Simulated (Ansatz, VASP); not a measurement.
## W in VASP and in Ansatz

```xyz
1
Lattice="-1.5823 1.5823 1.5823 1.5823 -1.5823 1.5823 1.5823 1.5823 -1.5823" Properties=species:S:1:pos:R:3 pbc="T T T"
W     0.0000    0.0000    0.0000
```

Alike in both runs: task relaxation of cell and atoms; functional RPBE; dispersion D4; k mesh 12 × 12 × 12; occupations fermi-dirac, width 0.05 eV; no spin polarisation.

```csv
,VASP,Ansatz
version,VASP 6.6.1,Ansatz 0.2.0
potentials or method,"VASP PAW PBE potentials, release 64 (W_sv), cutoff 600 eV","all-electron LAPW, scalar-relativistic"
```

|  | VASP | Ansatz | Ansatz less VASP |
| --- | --- | --- | --- |
| relaxed volume (Å³/atom) | 15.76 | 15.73 | -0.031 |
| relaxed cell length with the largest relative difference (Å) | 2.736 | 2.734 | -0.0018 |

VASP's potentials were made for PBE, not for RPBE. Ansatz ran all-electron here, and VASP with PAW potentials.

Neither program's run includes spin-orbit coupling.
